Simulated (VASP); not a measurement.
# Zr2NbC3 (Cmmm) in VASP: further runs

Runs on Zr2NbC3. Level: PBE. Tasks: single point.

All numbers are computed with VASP 6.6.1; they aren't measurements. Logs are shortened: lines on timing, memory, paths and dates and some standing lists are left out, and cuts for length are marked.

**1. The cell of the first run**

The structure is orthorhombic, space group Cmmm (No. 65). Conventional cell: a = 4.079 Å, b = 14.387 Å, c = 3.237 Å, α = 90.00°, β = 90.00°, γ = 90.00°. Within 3.0 Å of Zr (site symmetry m2m) lie 5 C at 2.27 to 2.37 Å. Nb (site symmetry mmm) has 2 C at 2.04 Å within 2.7 Å. C (site symmetry mmm) has 2 Nb at 2.04 Å and 2 Zr at 2.37 Å within 2.7 Å. C (site symmetry 2/m) has 2 C at 2.04 Å and 4 Zr at 2.27 Å within 2.7 Å.

The cell was generated, and may not be a known phase.

**2. Single point, PBE**

Contents of INCAR:

```
PREC     = Accurate       # precision mode
ENCUT    = 520            # plane-wave cutoff, eV
EDIFF    = 1E-7           # SCF threshold, eV
ISMEAR   = 0              # smearing method
SIGMA    = 0.1            # smearing width, eV
LREAL    = F              # projectors in reciprocal space
LASPH    = T              # aspherical terms in the spheres
NELM     = 100            # most SCF steps
ALGO     = Normal         # electronic algorithm
ISIF     = 2              # what is computed and relaxed
LWAVE    = F              # write WAVECAR
LCHARG   = T              # write CHGCAR
GGA      = PE             # functional
LELF     = T              # ELF
LVHAR    = T            
NBANDS   = 34             # bands
```

Contents of KPOINTS:

```
regular mesh
0
Gamma
  4 4 6
```

Contents of POSCAR:

```
Zr2NbC3
1.0
    2.0393864064     -7.1936653379      0.0000000000
    2.0393864064      7.1936653379      0.0000000000
    0.0000000000      0.0000000000      3.2371865034
Zr Nb C
2 1 3
Direct
    0.1649659023      0.8350340977      0.0000000000
    0.8350340977      0.1649659023      0.0000000000
    0.5000000000      0.5000000000      0.0000000000
    0.0000000000      0.0000000000      0.0000000000
    0.5000000000      0.0000000000      0.5000000000
    0.0000000000      0.5000000000      0.5000000000
```

Potentials or basis: VASP PAW PBE potentials, release 64 (Zr_sv, Nb_sv, C).

On the command line:

```console
$ cat potpaw_PBE.64/Zr_sv/POTCAR potpaw_PBE.64/Nb_sv/POTCAR potpaw_PBE.64/C/POTCAR > POTCAR
$ mpirun -np 1 vasp_std > vasp.out
```

OUTCAR:

```text
PREC = Accurate
   ENCUT = 520
   EDIFF = 1E-7
   ISMEAR = 0
   LREAL = F
   LASPH = T
   NELM = 100
   ISIF = 2
   GGA = PE

 ion  position               nearest neighbor table
   1  0.165  0.835  0.000-   5 2.27   6 2.27   5 2.27   6 2.27   4 2.37   3 3.13   3 3.13   2 3.19
                             2 3.19
   2  0.835  0.165  0.000-   5 2.27   6 2.27   5 2.27   6 2.27   4 2.37   3 3.13   3 3.13   1 3.19
                             1 3.19
   3  0.500  0.500  0.000-   4 2.04   4 2.04   1 3.13   1 3.13   2 3.13   2 3.13
   4  0.000  0.000  0.000-   3 2.04   3 2.04   1 2.37   2 2.37
   5  0.500  0.000  0.500-   6 2.04   6 2.04   1 2.27   1 2.27   2 2.27   2 2.27
   6  0.000  0.500  0.500-   5 2.04   5 2.04   1 2.27   1 2.27   2 2.27   2 2.27

  LATTYP: Found a base centered orthorhombic cell.
 ALAT       =     4.0787728128
 B/A-ratio  =     3.5273675039
 C/A-ratio  =     0.7936667846

  Lattice vectors:

 A1 = (   2.0393864064,  -7.1936653379,   0.0000000000)
 A2 = (   2.0393864064,   7.1936653379,   0.0000000000)
 A3 = (   0.0000000000,   0.0000000000,   3.2371865034)

Analysis of symmetry for initial positions (statically):
=====================================================================
 Subroutine PRICEL returns:
 Original cell was already a primitive cell.

 Routine SETGRP: Setting up the symmetry group for a
 base centered orthorhombic supercell.

 Subroutine GETGRP returns: Found  8 space group operations
 (whereof  8 operations were pure point group operations)
 out of a pool of  8 trial point group operations.

The static configuration has the point symmetry D_2h.

Analysis of symmetry for dynamics (positions and initial velocities):
=====================================================================
 Subroutine PRICEL returns:
 Original cell was already a primitive cell.

 Routine SETGRP: Setting up the symmetry group for a
 base centered orthorhombic supercell.

 Subroutine GETGRP returns: Found  8 space group operations
 (whereof  8 operations were pure point group operations)
 out of a pool of  8 trial point group operations.

The dynamic configuration has the point symmetry D_2h.

 Subroutine INISYM returns: Found  8 space group operations
 (whereof  8 operations are pure point group operations),
 and found     1 'primitive' translations

----------------------------------------------------------------------------------------

                                     Primitive cell

[... 100 lines left out ...]
   EDIFFG = 0.1E-05   stopping-criterion for IOM
   NSW    =      0    number of steps for IOM
   IBRION =     -1    ionic relax: 0-MD 1-quasi-New 2-CG
   NFREE  =      0    steps in history (QN), initial steepest desc. (CG)
   ISIF   =      2    stress and relaxation
   ISYM   =      2    0-nonsym 1-usesym 2-fastsym
   POTIM  = 0.5000    time-step for ionic-motion
   TEBEG  =    0.0;   TEEND  =   0.0 temperature during run
   PSTRESS=    0.0 pullay stress
   NELECT =      49.0000    total number of electrons
   NUPDOWN=      -1.0000    fix difference up-down
   EMIN   =  10.00;   EMAX   =-10.00  energy-range for DOS
   EFERMI =   0.00;   METHOD = LEGACY
   ISMEAR =     0;   SIGMA  =   0.10  broadening in eV -4-tet -1-fermi 0-gaus
   EFERMI_NEDOS =   21; number of points for ismear=-14 and -15
   IALGO  =     38    algorithm
   IMIX   =      4    mixing-type and parameters
     AMIX     =   0.40;   BMIX     =  1.00
     AMIX_MAG =   1.60;   BMIX_MAG =  1.00
  volume/ion in A,a.u.               =      15.83       106.83
  Fermi-wavevector in a.u.,A,eV,Ry     =   1.312979  2.481170 23.455264  1.723913
  Thomas-Fermi vector in A             =   2.443333
   LORBIT       =      0    0 simple, 1 ext, 2 COOP (PROOUT), +10 PAW based schemes
   GGA     = PE    functional components
   LHFCALC =     F    Hartree Fock is set to
   AEXX    =    0.0000 exact exchange contribution
   IVDW    =     0    specifies the selected vdW correction
   LEPSILON=     F    determine dielectric tensor
   LRPA    =     F    only Hartree local field effects (RPA)
 non-spin polarized calculation
 Gauss-broadening in eV      SIGMA  =   0.10
  energy-cutoff  :      520.00
  volume of cell :       94.98
 maximum number of plane-waves:      2572
   NGX = 27   NGY = 27   NGZ = 13

 number of electron      48.9999999 magnetization

 Free energy of the ion-electron system (eV)
  ---------------------------------------------------
  ext. energy  EPLUGINS =         0.00000000
  ---------------------------------------------------
  free energy    TOTEN  =       -51.31610368 eV

  energy without entropy =      -51.29551531  energy(sigma->0) =      -51.30580950

 E-fermi :   7.3865     XC(G=0): -10.9847

 val. band max:        7.3569431521   @ k =   0.5000   0.0000   0.1667
 cond. band min:       7.3991242464   @ k =  -0.2500   0.2500   0.5000
 fundamental gap:      0.0421810943
 Fermi energy:         7.3865174812

 k-point     1 :       0.0000    0.0000    0.0000
  band No.  band energies     occupation
      1     -47.1920      2.00000
      2     -40.9932      2.00000
      3     -40.9373      2.00000
      4     -23.3534      2.00000
      5     -23.2733      2.00000
      6     -23.1965      2.00000
[... 877 lines left out ...]
     33      12.1565      0.00000
     34      12.1826      0.00000

 [... further k-points ...]

------------------------ aborting loop because EDIFF is reached ----------------------------------------

  FORCE on cell =-STRESS in cart. coord.  units (eV):
  Direction    XX          YY          ZZ          XY          YZ          ZX
  --------------------------------------------------------------------------------------
  -------------------------------------------------------------------------------------
  Total        0.0258768     -0.0576179      0.0957011      0.0000000      0.0000000      0.0000000
  in kB        0.4364901     -0.9718984      1.6142851      0.0000000      0.0000000      0.0000000
  external PRESSURE =       0.3596256 kB  Pullay stress =       0.0000000 kB

 VOLUME and BASIS-vectors are now :
 -----------------------------------------------------------------------------
  energy-cutoff  :      520.00
  volume of cell :       94.98
      direct lattice vectors                 reciprocal lattice vectors
     2.039386406 -7.193665338  0.000000000     0.245171782 -0.069505596  0.000000000
     2.039386406  7.193665338  0.000000000     0.245171782  0.069505596  0.000000000
     0.000000000  0.000000000  3.237186503     0.000000000  0.000000000  0.308910222

 POSITION                                       TOTAL-FORCE (eV/Angst)
 -----------------------------------------------------------------------------------
      2.03939      4.82025      0.00000         0.000000      0.026503      0.000000
      2.03939     -4.82025      0.00000         0.000000     -0.026503      0.000000
      2.03939      0.00000      0.00000        -0.000000     -0.000000      0.000000
      0.00000      0.00000      0.00000         0.000000     -0.000000      0.000000
      1.01969     -3.59683      1.61859         0.000000     -0.000000      0.000000
      1.01969      3.59683      1.61859         0.000000     -0.000000      0.000000
 -----------------------------------------------------------------------------------
    total drift:                                0.000000      0.000000      0.000000

  FREE ENERGIE OF THE ION-ELECTRON SYSTEM (eV)
  ---------------------------------------------------
  free  energy   TOTEN  =       -51.3161036807 eV

  energy  without entropy=      -51.2955153118  energy(sigma->0) =      -51.30580950
```

OSZICAR:

```text
N       E                     dE             d eps       ncg     rms          rms(c)
DAV:   1     0.458597443566E+03    0.45860E+03   -0.25581E+04  1904   0.142E+03
DAV:   2    -0.155101292924E+02   -0.47411E+03   -0.45079E+03  2268   0.457E+02
DAV:   3    -0.594597278040E+02   -0.43950E+02   -0.42826E+02  3336   0.108E+02
DAV:   4    -0.627047846689E+02   -0.32451E+01   -0.32291E+01  2976   0.256E+01
DAV:   5    -0.628490333484E+02   -0.14425E+00   -0.14418E+00  3118   0.529E+00    0.319E+01
DAV:   6    -0.565090828101E+02    0.63400E+01   -0.94007E+01  2608   0.380E+01    0.159E+01
DAV:   7    -0.522877238302E+02    0.42214E+01   -0.30351E+01  3026   0.296E+01    0.101E+01
DAV:   8    -0.513557967060E+02    0.93193E+00   -0.59947E+00  2638   0.977E+00    0.674E+00
DAV:   9    -0.513663459931E+02   -0.10549E-01   -0.11221E+00  3152   0.551E+00    0.187E+00
DAV:  10    -0.513162599453E+02    0.50086E-01   -0.21868E-01  2980   0.216E+00    0.849E-01
DAV:  11    -0.513157559813E+02    0.50396E-03   -0.18401E-02  2752   0.711E-01    0.442E-01
DAV:  12    -0.513162948597E+02   -0.53888E-03   -0.48130E-03  2908   0.487E-01    0.102E-01
DAV:  13    -0.513161106780E+02    0.18418E-03   -0.53381E-04  2528   0.104E-01    0.396E-02
DAV:  14    -0.513161063974E+02    0.42806E-05   -0.18303E-04  3180   0.617E-02    0.169E-02
DAV:  15    -0.513161040010E+02    0.23964E-05   -0.12626E-05  2736   0.151E-02    0.575E-03
DAV:  16    -0.513161036672E+02    0.33377E-06   -0.10804E-06  2530   0.539E-03    0.241E-03
DAV:  17    -0.513161036807E+02   -0.13473E-07   -0.11301E-07  1472   0.199E-03
   1 F= -.51316104E+02 E0= -.51305809E+02  d E =-.205884E-01
```

It took 60 s on 1 thread of Intel Xeon 6975P-C (Granite Rapids), shared host; peak memory 0.3 GiB.

What came out:

```
Free energy            : -51.3161 eV
Pressure               : 0.0 GPa
Largest force          : 0.027 eV/Å
Band gap on the k mesh : zero (an odd number of electrons rules out a gap without spin polarisation)
```

Forces on the atoms (eV/Å):
```
Zr   0.000  0.027  0.000
Zr   0.000 -0.027  0.000
Nb   0.000  0.000  0.000
C    0.000  0.000  0.000
C    0.000  0.000  0.000
C    0.000  0.000  0.000
```

Stress tensor (GPa, compression positive):
```
 0.04  0.00  0.00
 0.00 -0.10  0.00
 0.00  0.00  0.16
```

Levels at points of the mesh, in eV from the Fermi level:
| k point | band 23 | band 24 | band 25 | band 26 | band 27 | band 28 |
| --- | --- | --- | --- | --- | --- | --- |
| (0.00, 0.00, 0.00) | -0.62 | -0.31 | 0.26 | 1.01 | 1.09 | 1.71 |
| (0.50, 0.00, 0.00) | -1.00 | -0.75 | -0.47 | 0.84 | 1.51 | 1.91 |
| (0.50, 0.50, 0.00) | -0.52 | -0.32 | -0.21 | 0.62 | 0.66 | 1.10 |
| (0.00, 0.00, 0.50) | -0.57 | -0.15 | 0.13 | 0.19 | 0.34 | 0.69 |
| (0.50, 0.00, 0.50) | -0.11 | 0.05 | 1.19 | 1.82 | 2.21 | 2.59 |
| (0.50, 0.50, 0.50) | -1.29 | -1.14 | -0.12 | -0.11 | 0.83 | 1.75 |

Caveat: the k points lie up to 0.40 Å⁻¹ apart, too coarse for converged energies and pressures of a metal; an odd number of electrons without spin polarisation forces a metal; a magnetic or distorted state may lie lower.

**3. Single point, PBE**

This run uses another cell than the first one, of 15.90 Å³/atom.

Contents of INCAR:

```
SYSTEM = Zr2NbC3
  PREC = Accurate
  ENCUT = 520
  EDIFF = 1E-6
  ISMEAR = 0
  SIGMA = 0.1
  LREAL = .FALSE.
  LASPH = .TRUE.
  NELM = 80
  ALGO = Normal
  ISIF = 2
  LWAVE = .FALSE.
  LCHARG = .FALSE.
  GGA = PE
  NBANDS = 34
```

Contents of KPOINTS:

```
Automatic mesh
0
G
  10 10 12
  0 0 0
```

Contents of POSCAR:

```
Zr2NbC3
1.0
    2.0758429578     -7.1390919538      0.0000000000
    2.0758429578      7.1390919538      0.0000000000
    0.0000000000      0.0000000000      3.2195038822
Zr Nb C
2 1 3
Direct
    0.1656585324      0.8343414676      0.0000000000
    0.8343414676      0.1656585324      0.0000000000
    0.5000000000      0.5000000000      0.0000000000
    0.0000000000      0.0000000000      0.0000000000
    0.5000000000      0.0000000000      0.5000000000
    0.0000000000      0.5000000000      0.5000000000
```

Potentials or basis: VASP PAW PBE potentials, release 64 (Zr_sv, Nb_sv, C).

On the command line:

```console
$ cat potpaw_PBE.64/Zr_sv/POTCAR potpaw_PBE.64/Nb_sv/POTCAR potpaw_PBE.64/C/POTCAR > POTCAR
$ mpirun -np 1 vasp_std > vasp.out
```

Run time: 7.1 min. Hardware: 1 thread of Intel Xeon 6975P-C (Granite Rapids), shared host; peak memory 0.73 GiB.

Results (log left out):

```
Free energy            : -51.2458 eV
Pressure               : 0.0 GPa
Largest force          : 0.015 eV/Å
Band gap on the k mesh : zero (an odd number of electrons rules out a gap without spin polarisation)
```

Forces on the atoms (eV/Å):
```
Zr   0.000  0.015  0.000
Zr   0.000 -0.015  0.000
Nb   0.000  0.000  0.000
C    0.000  0.000  0.000
C    0.000  0.000  0.000
C    0.000  0.000  0.000
```

Stress tensor (GPa, compression positive):
```
-0.03  0.00  0.00
 0.00  0.10  0.00
 0.00  0.00  0.00
```

Levels at points of the mesh, in eV from the Fermi level:
```
           k point  band 23  band 24  band 25  band 26  band 27  band 28
(0.00, 0.00, 0.00)    -0.66    -0.47     0.30     1.06     1.16     1.69
(0.50, 0.00, 0.00)    -0.84    -0.80    -0.56     0.67     1.45     1.87
(0.50, 0.50, 0.00)    -0.49    -0.44    -0.12     0.75     0.85     1.06
(0.00, 0.00, 0.50)    -0.48    -0.02     0.02     0.22     0.29     0.64
(0.50, 0.00, 0.50)    -0.07    -0.04     1.08     1.66     2.25     2.44
(0.50, 0.50, 0.50)    -1.17    -1.06    -0.23    -0.11     0.72     1.82
```

Caveat: an odd number of electrons without spin polarisation forces a metal; a magnetic or distorted state may lie lower.

The gap in the log of VASP goes by the Fermi energy; the results here count the filled bands.